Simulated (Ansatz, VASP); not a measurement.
## Two plane-wave programs on AlAs

Contents of INCAR:

```
SYSTEM = AlAs
PREC = Accurate ; ENCUT = 500
EDIFF = 1E-6 ; ISMEAR = 0
SIGMA = 0.01 ; LREAL = .FALSE.
LASPH = .TRUE. ; NELM = 120
ALGO = Normal ; ISIF = 2
LWAVE = .FALSE. ; LCHARG = .TRUE.
GGA = RP ; LELF = .TRUE.
LVHAR = .TRUE. ; NBANDS = 11
GGA_COMPAT = .FALSE.
```

File KPOINTS:

```
regular mesh
0
G
  6 6 6
  0 0 0
```

POSCAR

```
AlAs
1.0
    0.0000000000      2.8304000000      2.8304000000
    2.8304000000      0.0000000000      2.8304000000
    2.8304000000      2.8304000000      0.0000000000
Al As
1 1
Direct
    0.0000000000      0.0000000000      0.0000000000
    0.2500000000      0.2500000000      0.2500000000
```

Input for Ansatz:

```yaml
crystal:
  lattice:
    - [0.0, 2.8304, 2.8304]
    - [2.8304, 0.0, 2.8304]
    - [2.8304, 2.8304, 0.0]
  atoms:
    - { symbol: Al, position: [0.0, 0.0, 0.0] }
    - { symbol: As, position: [0.25, 0.25, 0.25] }
basis:
  ecutwfc: 639.467576780718
kpoints:
  mp_grid:
    grid: [6, 6, 6]
hamiltonian:
  xc: rpbe
scf:
  n_extra_bands: 12
  convergence:
    dr2_threshold: 1.0e-06
  occupations:
    method: fixed
output:
  stress: true
```

Alike in both runs: task single point; functional RPBE; k mesh 6 × 6 × 6; no spin polarisation.

```csv
,VASP,Ansatz
version,VASP 6.6.1,Ansatz 0.2.0
potentials or method,"VASP PAW PBE potentials, release 64 (Al, As), cutoff 500 eV","plane waves, PAW"
occupations,"gaussian, width 0.01 eV",fixed
valence electrons in the cell,8,18
```

```tsv
	VASP	Ansatz	Ansatz less VASP
pressure (GPa)	4.3	4.2	-0.08
```

VASP's potentials were made for PBE, not for RPBE. VASP's potentials hold 8 valence electrons a cell and Ansatz's 18, so a difference there can come from the potentials and not from the codes. Ansatz's warnings: stress scf threshold loose.
